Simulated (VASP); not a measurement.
Crystal: PrWCl2.

```
CELL_PARAMETERS angstrom
4.42982 0.00000 0.00000
0.00000 4.42982 0.00000
0.00000 0.00000 5.83778
ATOMIC_POSITIONS crystal
Pr 0.00000 0.00000 0.50000
W 0.00000 0.00000 0.00000
Cl 0.50000 0.50000 0.00000
Cl 0.50000 0.50000 0.50000
```

The cell was built from a structure type or drawn by symmetry, and may not be a known phase.

```yaml
Program: VASP 6.6.1
Task: relaxation of cell and atoms
Functional: PBE
Potentials_or_basis: VASP PAW PBE potentials, release 64 (Pr_3, W_sv, Cl), 4f in core
Cutoff: 500 eV
k_mesh: 4 × 4 × 4
Occupations: gaussian, width 0.1 eV
Spin: collinear spin
Starting_moments: "[0.01, 2.0, 0.06, 0.01] μB"
```

At the start: pressure -5.0 GPa; volume 28.64 Å³/atom.

Task: Where does the relaxation end?

Result: Over 8 steps the energy falls by 311.7 meV/atom and the volume is 24.05 Å³/atom (-16.0 %); space group P4/mmm (No. 123, to 0.1 Å) before and after; moment 2.60 μB per cell.

The path:
| step | energy change (eV) | largest force (eV/Å) | pressure (GPa) | volume (Å³) |
| --- | --- | --- | --- | --- |
| 1 | 0.0000 | 0.0000 | -4.98 | 114.56 |
| 2 | -1.0736 | 0.0000 | -2.83 | 99.84 |
| 3 | -1.2236 | 0.0000 | 0.59 | 93.77 |
| 4 | -1.2248 | 0.0000 | 1.08 | 93.11 |
| 5 | -1.2427 | 0.0000 | 0.24 | 95.24 |
| 6 | -1.2459 | 0.0000 | -0.21 | 96.37 |
| 7 | -1.2460 | 0.0000 | -0.30 | 96.61 |
| 8 | -1.2469 | 0.0000 | 0.08 | 96.21 |

Final structure:
```yaml
crystal:
  lattice:
    - [3.87576, 0.00000, 0.00000]
    - [0.00000, 3.87576, 0.00000]
    - [0.00000, 0.00000, 6.40495]
  atoms:
    - { symbol: Pr, position: [0.00000, 0.00000, 0.50000] }
    - { symbol: W, position: [0.00000, 0.00000, 0.00000] }
    - { symbol: Cl, position: [0.50000, 0.50000, 0.00000] }
    - { symbol: Cl, position: [0.50000, 0.50000, 0.50000] }
```

Caveat: the magnetic or orbital state may not be the lowest; the electronic state changed during the relaxation; the volume moved by over 15 % at a fixed basis, so the end points are rough.
